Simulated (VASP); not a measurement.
# Ta (Im-3m) in VASP: further runs

Runs on Ta. Level: PBEsol. Tasks: single point, relaxation of volume and atoms at fixed shape.

All numbers are computed with VASP 6.6.1; they aren't measurements. Logs are shortened: lines on timing, memory, paths and dates and some standing lists are left out, and cuts for length are marked.

### Step 1. The cell of the first run

Symmetry: Im-3m, No. 229, cubic system. The conventional cell has a = 3.276 Å, b = 3.276 Å, c = 3.276 Å, α = 90.00°, β = 90.00°, γ = 90.00°. Ta (site symmetry m-3m) has 14 Ta at 2.84 to 3.28 Å within 3.7 Å.

### Step 2. Single point, PBEsol

Input file INCAR:

```
SYSTEM = Ta
PREC = Accurate
ENCUT = 520
EDIFF = 1E-7
ISMEAR = 0
SIGMA = 0.05
LREAL = .FALSE.
LASPH = .TRUE.
NELM = 100
ALGO = Normal
ISIF = 2
LWAVE = .FALSE.
LCHARG = .TRUE.
GGA = PS
LELF = .TRUE.
LVHAR = .TRUE.
NBANDS = 12
```

Input file KPOINTS:

```
regular mesh
0
G
  9 9 9
  0 0 0
```

Input file POSCAR:

```
Ta
1.0
   -1.6380599846      1.6380599846      1.6380599846
    1.6380599846     -1.6380599846      1.6380599846
    1.6380599846      1.6380599846     -1.6380599846
Ta
1
Direct
    0.0000000000      0.0000000000      0.0000000000
```

Potentials or basis: VASP PAW PBE potentials, release 64 (Ta_pv).

Run with:

```bash
cat potpaw_PBE.64/Ta_pv/POTCAR > POTCAR
mpirun -np 1 vasp_std > vasp.out
```

OUTCAR:

```text
SYSTEM = Ta
   PREC = Accurate
   ENCUT = 520
   EDIFF = 1E-7
   ISMEAR = 0
   LREAL = .FALSE.
   LASPH = .TRUE.
   NELM = 100
   ISIF = 2
   GGA = PS

 ion  position               nearest neighbor table
   1  0.000  0.000  0.000-

  LATTYP: Found a body centered cubic cell.
 ALAT       =     3.2761199692

  Lattice vectors:

 A1 = (  -1.6380599846,   1.6380599846,   1.6380599846)
 A2 = (   1.6380599846,  -1.6380599846,   1.6380599846)
 A3 = (   1.6380599846,   1.6380599846,  -1.6380599846)

Analysis of symmetry for initial positions (statically):
=====================================================================
 Subroutine PRICEL returns:
 Original cell was already a primitive cell.

 Routine SETGRP: Setting up the symmetry group for a
 body centered cubic supercell.

 Subroutine GETGRP returns: Found 48 space group operations
 (whereof 48 operations were pure point group operations)
 out of a pool of 48 trial point group operations.

The static configuration has the point symmetry O_h .

Analysis of symmetry for dynamics (positions and initial velocities):
=====================================================================
 Subroutine PRICEL returns:
 Original cell was already a primitive cell.

 Routine SETGRP: Setting up the symmetry group for a
 body centered cubic supercell.

 Subroutine GETGRP returns: Found 48 space group operations
 (whereof 48 operations were pure point group operations)
 out of a pool of 48 trial point group operations.

The dynamic configuration has the point symmetry O_h .

 Subroutine INISYM returns: Found 48 space group operations
 (whereof 48 operations are pure point group operations),
 and found     1 'primitive' translations

----------------------------------------------------------------------------------------

                                     Primitive cell

  volume of cell :      17.5812

  direct lattice vectors                    reciprocal lattice vectors
    -1.638059985  1.638059985  1.638059985     0.000000000  0.305239127  0.305239127
     1.638059985 -1.638059985  1.638059985     0.305239127  0.000000000  0.305239127
     1.638059985  1.638059985 -1.638059985     0.305239127  0.305239127  0.000000000

  length of vectors
     2.837203119  2.837203119  2.837203119     0.431673313  0.431673313  0.431673313

  position of ions in fractional coordinates (direct lattice)
     0.000000000  0.000000000  0.000000000

  ion indices of the primitive-cell ions
   primitive index   ion index
[... 76 lines left out ...]
   NSW    =      0    number of steps for IOM
   IBRION =     -1    ionic relax: 0-MD 1-quasi-New 2-CG
   NFREE  =      0    steps in history (QN), initial steepest desc. (CG)
   ISIF   =      2    stress and relaxation
   ISYM   =      2    0-nonsym 1-usesym 2-fastsym
   POTIM  = 0.5000    time-step for ionic-motion
   TEBEG  =    0.0;   TEEND  =   0.0 temperature during run
   PSTRESS=    0.0 pullay stress
   NELECT =      11.0000    total number of electrons
   NUPDOWN=      -1.0000    fix difference up-down
   EMIN   =  10.00;   EMAX   =-10.00  energy-range for DOS
   EFERMI =   0.00;   METHOD = LEGACY
   ISMEAR =     0;   SIGMA  =   0.05  broadening in eV -4-tet -1-fermi 0-gaus
   EFERMI_NEDOS =   21; number of points for ismear=-14 and -15
   IALGO  =     38    algorithm
   IMIX   =      4    mixing-type and parameters
     AMIX     =   0.40;   BMIX     =  1.00
     AMIX_MAG =   1.60;   BMIX_MAG =  1.00
  volume/ion in A,a.u.               =      17.58       118.64
  Fermi-wavevector in a.u.,A,eV,Ry     =   1.400197  2.645989 26.674939  1.960553
  Thomas-Fermi vector in A             =   2.523182
   LORBIT       =      0    0 simple, 1 ext, 2 COOP (PROOUT), +10 PAW based schemes
   GGA     = PS    functional components
   LHFCALC =     F    Hartree Fock is set to
   AEXX    =    0.0000 exact exchange contribution
   IVDW    =     0    specifies the selected vdW correction
   LEPSILON=     F    determine dielectric tensor
   LRPA    =     F    only Hartree local field effects (RPA)
 non-spin polarized calculation
 Gauss-broadening in eV      SIGMA  =   0.05
  energy-cutoff  :      520.00
  volume of cell :       17.58
 maximum number of plane-waves:       482
 NGX is ok and might be reduce to    24
   NGX = 11   NGY = 11   NGZ = 11

 number of electron      11.0000002 magnetization

 Free energy of the ion-electron system (eV)
  ---------------------------------------------------
  ext. energy  EPLUGINS =         0.00000000
  ---------------------------------------------------
  free energy    TOTEN  =       -12.53199193 eV

  energy without entropy =      -12.52852262  energy(sigma->0) =      -12.53025727

 E-fermi :   5.5951     XC(G=0): -12.8487

 val. band max:        5.5939869720   @ k =  -0.2222   0.2222   0.1111
 cond. band min:       5.6062379551   @ k =  -0.2222   0.2222   0.1111
 fundamental gap:      0.0122509832
 Fermi energy:         5.5951269742

 k-point     1 :       0.0000    0.0000    0.0000
  band No.  band energies     occupation
      1     -27.3849      2.00000
      2     -27.3849      2.00000
      3     -27.3849      2.00000
      4      -2.5064      2.00000
      5       6.2503      0.00000
      6       6.2503      0.00000
      7       6.2503      0.00000
      8       9.6044      0.00000
      9       9.6044      0.00000
     10      20.3028      0.00000
     11      20.6683      0.00000
     12      20.6683      0.00000
[... 331 lines left out ...]
 k-point    24 :      -0.4444   -0.4444    0.1111
  band No.  band energies     occupation
      1     -28.5339      2.00000
      2     -27.9940      2.00000
      3     -27.5908      2.00000
      4       2.2519      2.00000
      5       4.7240      2.00000
      6       4.8903      2.00000
      7       8.1906      0.00000
      8      11.6236      0.00000
      9      14.6685      0.00000
     10      16.5678      0.00000
     11      20.3132      0.00000
     12      20.4518      0.00000

 [... further k-points ...]
[... 5 lines left out ...]
  --------------------------------------------------------------------------------------
  -------------------------------------------------------------------------------------
  Total        0.0239082      0.0239082      0.0239082     -0.0000000     -0.0000000     -0.0000000
  in kB        2.1787539      2.1787539      2.1787539     -0.0000000     -0.0000000     -0.0000000
  external PRESSURE =       2.1787539 kB  Pullay stress =       0.0000000 kB

 VOLUME and BASIS-vectors are now :
 -----------------------------------------------------------------------------
  energy-cutoff  :      520.00
  volume of cell :       17.58
      direct lattice vectors                 reciprocal lattice vectors
    -1.638059985  1.638059985  1.638059985     0.000000000  0.305239127  0.305239127
     1.638059985 -1.638059985  1.638059985     0.305239127  0.000000000  0.305239127
     1.638059985  1.638059985 -1.638059985     0.305239127  0.305239127  0.000000000

 POSITION                                       TOTAL-FORCE (eV/Angst)
 -----------------------------------------------------------------------------------
      0.00000      0.00000      0.00000         0.000000     -0.000000      0.000000
 -----------------------------------------------------------------------------------
    total drift:                               -0.000000      0.000000     -0.000000

  FREE ENERGIE OF THE ION-ELECTRON SYSTEM (eV)
  ---------------------------------------------------
  free  energy   TOTEN  =       -12.5319919254 eV

  energy  without entropy=      -12.5285226164  energy(sigma->0) =      -12.53025727
```

OSZICAR:

```text
N       E                     dE             d eps       ncg     rms          rms(c)
DAV:   1     0.589194577302E+02    0.58919E+02   -0.61293E+03   840   0.881E+02
DAV:   2    -0.120736957174E+02   -0.70993E+02   -0.69384E+02   944   0.245E+02
DAV:   3    -0.130314232761E+02   -0.95773E+00   -0.95057E+00  1000   0.269E+01
DAV:   4    -0.130336527385E+02   -0.22295E-02   -0.22294E-02   944   0.149E+00
DAV:   5    -0.130336596606E+02   -0.69221E-05   -0.69220E-05  1000   0.774E-02    0.143E+01
DAV:   6    -0.126391106019E+02    0.39455E+00   -0.30133E-01   984   0.589E+00    0.701E+00
DAV:   7    -0.125338144503E+02    0.10530E+00   -0.25879E-01   964   0.494E+00    0.510E-01
DAV:   8    -0.125324386062E+02    0.13758E-02   -0.11466E-02   932   0.107E+00    0.318E-01
DAV:   9    -0.125319960897E+02    0.44252E-03   -0.11246E-03   952   0.352E-01    0.226E-02
DAV:  10    -0.125319923763E+02    0.37135E-05   -0.88181E-06   944   0.308E-02    0.450E-03
DAV:  11    -0.125319919757E+02    0.40059E-06   -0.14186E-07   876   0.356E-03    0.558E-04
DAV:  12    -0.125319919254E+02    0.50232E-07   -0.42556E-09   512   0.688E-04
   1 F= -.12531992E+02 E0= -.12530257E+02  d E =-.346931E-02
```

Run time: 3.6 s. Hardware: 1 thread of Intel Xeon 6975P-C (Granite Rapids), shared host; peak memory 0.13 GiB.

Results:

| Quantity | Value |
| --- | --- |
| Free energy | -12.5320 eV |
| Pressure | 0.2 GPa |

Caveat: the PAW data sets were made with another functional, which shifts forces and pressure a little; spin-orbit coupling is left out, which moves the levels of the heavy elements.

### Step 3. Relaxation of volume and atoms at fixed shape, PBEsol

This run uses another cell than the first one, of 18.01 Å³/atom, 1.024 times its volume.

Input file INCAR:

```
PREC     = Accurate       # precision mode
ENCUT    = 600            # plane-wave cutoff, eV
EDIFF    = 1E-6           # SCF threshold, eV
ISMEAR   = 0              # smearing method
SIGMA    = 0.05           # smearing width, eV
LREAL    = False          # projectors in reciprocal space
LASPH    = True           # aspherical terms in the spheres
NELM     = 80             # most SCF steps
ALGO     = Normal         # electronic algorithm
ISIF     = 8              # what is computed and relaxed
LWAVE    = False          # write WAVECAR
LCHARG   = False          # write CHGCAR
GGA      = PS             # functional
IBRION   = 2              # ionic algorithm
NSW      = 80             # ionic steps
EDIFFG   = -0.03          # ionic threshold
```

Input file KPOINTS:

```
regular mesh
0
Gamma
  9 9 9
```

Input file POSCAR:

```
Ta
1.0
   -1.6512800000      1.6512800000      1.6512800000
    1.6512800000     -1.6512800000      1.6512800000
    1.6512800000      1.6512800000     -1.6512800000
Ta
1
Direct
    0.0000000000      0.0000000000      0.0000000000
```

Potentials or basis: VASP PAW PBE potentials, release 64 (Ta_pv).

Run with:

```bash
cat potpaw_PBE.64/Ta_pv/POTCAR > POTCAR
mpirun -np 1 vasp_std > vasp.out
```

OUTCAR:

```text
PREC = Accurate
   ENCUT = 600
   EDIFF = 1E-6
   ISMEAR = 0
   LREAL = False
   LASPH = True
   NELM = 80
   ISIF = 8
   GGA = PS
   IBRION = 2
   NSW = 80
   EDIFFG = -0.03

 ion  position               nearest neighbor table
   1  0.000  0.000  0.000-

  LATTYP: Found a body centered cubic cell.
 ALAT       =     3.3025600000

  Lattice vectors:

 A1 = (  -1.6512800000,   1.6512800000,   1.6512800000)
 A2 = (   1.6512800000,  -1.6512800000,   1.6512800000)
 A3 = (   1.6512800000,   1.6512800000,  -1.6512800000)

Analysis of symmetry for initial positions (statically):
=====================================================================
 Subroutine PRICEL returns:
 Original cell was already a primitive cell.

 Routine SETGRP: Setting up the symmetry group for a
 body centered cubic supercell.

 Subroutine GETGRP returns: Found 48 space group operations
 (whereof 48 operations were pure point group operations)
 out of a pool of 48 trial point group operations.

The static configuration has the point symmetry O_h .

Analysis of symmetry for dynamics (positions and initial velocities):
[... 165 lines left out ...]
  -------------------------------------------------------------------------------------
  Total       -0.4405028     -0.4405028     -0.4405028      0.0000000      0.0000000     -0.0000000
  in kB      -39.1865556    -39.1865556    -39.1865556      0.0000000      0.0000000     -0.0000000
  external PRESSURE =     -39.1865556 kB  Pullay stress =       0.0000000 kB
[... 57 lines left out ...]
--------------------------------------- Ionic step        3  -------------------------------------------

 number of electron      11.0000002 magnetization

 Free energy of the ion-electron system (eV)
  ---------------------------------------------------
  ext. energy  EPLUGINS =         0.00000000
  ---------------------------------------------------
  free energy    TOTEN  =       -12.53229679 eV

  energy without entropy =      -12.52873148  energy(sigma->0) =      -12.53051413

 E-fermi :   5.5809     XC(G=0): -12.8396

 val. band max:        5.5326653306   @ k =   0.3333   0.0000   0.0000
 cond. band min:       5.5811959539   @ k =  -0.2222   0.2222   0.1111
 fundamental gap:      0.0485306233
 Fermi energy:         5.5808616317

 k-point     1 :       0.0000    0.0000    0.0000
  band No.  band energies     occupation
      1     -27.4064      2.00000
      2     -27.4064      2.00000
      3     -27.4064      2.00000
      4      -2.5139      2.00000
      5       6.2357      0.00000
      6       6.2357      0.00000
      7       6.2357      0.00000
      8       9.5835      0.00000
      9       9.5835      0.00000
[... 265 lines left out ...]
 k-point    24 :      -0.4444   -0.4444    0.1111
  band No.  band energies     occupation
      1     -28.5489      2.00000
      2     -28.0121      2.00000
      3     -27.6111      2.00000
      4       2.2436      2.00000
      5       4.7125      2.00000
      6       4.8759      2.00000
      7       8.1722      0.00000
      8      11.5959      0.00000
      9      14.6338      0.00000

 [... further k-points ...]
[... 5 lines left out ...]
  --------------------------------------------------------------------------------------
  -------------------------------------------------------------------------------------
  Total       -0.0116359     -0.0116359     -0.0116359     -0.0000000      0.0000000     -0.0000000
  in kB       -1.0585230     -1.0585230     -1.0585230     -0.0000000      0.0000000     -0.0000000
  external PRESSURE =      -1.0585230 kB  Pullay stress =       0.0000000 kB
[... 16 lines left out ...]
  FREE ENERGIE OF THE ION-ELECTRON SYSTEM (eV)
  ---------------------------------------------------
  free  energy   TOTEN  =       -12.5322967872 eV

  energy  without entropy=      -12.5287314797  energy(sigma->0) =      -12.53051413

 reached required accuracy - stopping structural energy minimisation
```

OSZICAR:

```text
N       E                     dE             d eps       ncg     rms          rms(c)
DAV:   1     0.528982644115E+02    0.52898E+02   -0.71409E+03   630   0.131E+03
DAV:   2    -0.122626963800E+02   -0.65161E+02   -0.64167E+02   781   0.263E+02
DAV:   3    -0.130520730951E+02   -0.78938E+00   -0.77032E+00   727   0.287E+01
[... 19 lines left out ...]
DAV:   2    -0.125516961337E+02    0.90909E-01   -0.12520E-01   644   0.451E+00    0.105E+00
DAV:   3    -0.125319440585E+02    0.19752E-01   -0.65212E-02   644   0.313E+00    0.371E-01
DAV:   4    -0.125323144663E+02   -0.37041E-03   -0.83141E-04   700   0.317E-01    0.460E-02
DAV:   5    -0.125322962754E+02    0.18191E-04   -0.10976E-04   660   0.131E-01    0.232E-02
DAV:   6    -0.125322967872E+02   -0.51184E-06   -0.76301E-07   538   0.124E-02
   3 F= -.12532297E+02 E0= -.12530514E+02  d E =-.510177E-02
```

Wall time 6.6 s (1 thread of Intel Xeon 6975P-C (Granite Rapids), shared host); peak memory 0.15 GiB.

What came out:

* Free energy: -12.5323 eV
* Relaxed volume: 17.61 Å³/atom
* Relaxed cell: a = 2.839 Å, b = 2.839 Å, c = 2.839 Å, α = 109.47°, β = 109.47°, γ = 109.47°
* Space group after relaxing (to 0.05 Å): Im-3m (No. 229)
* Energy gained by relaxing: 5.1 meV/atom
* Ionic steps: 3
* Pressure after relaxing: -0.1 GPa

The path:
```
step  energy change (eV)  largest force (eV/Å)  pressure (GPa)  volume (Å³)
   1              0.0000                0.0000           -3.92        18.01
   2              0.0142                0.0000            9.08        16.89
   3             -0.0051                0.0000           -0.11        17.61
```

Final structure:
```cif
data_structure
_symmetry_space_group_name_H-M 'P 1'
_symmetry_Int_Tables_number 1
_cell_length_a 2.8389
_cell_length_b 2.8389
_cell_length_c 2.8389
_cell_angle_alpha 109.471
_cell_angle_beta 109.471
_cell_angle_gamma 109.471
_cell_volume 17.61
loop_
_atom_site_label
_atom_site_type_symbol
_atom_site_fract_x
_atom_site_fract_y
_atom_site_fract_z
_atom_site_occupancy
Ta1 Ta 0.00000 0.00000 0.00000 1
```

Caveat: the PAW data sets were made with another functional, which shifts forces and pressure a little; spin-orbit coupling is left out, which moves the levels of the heavy elements.
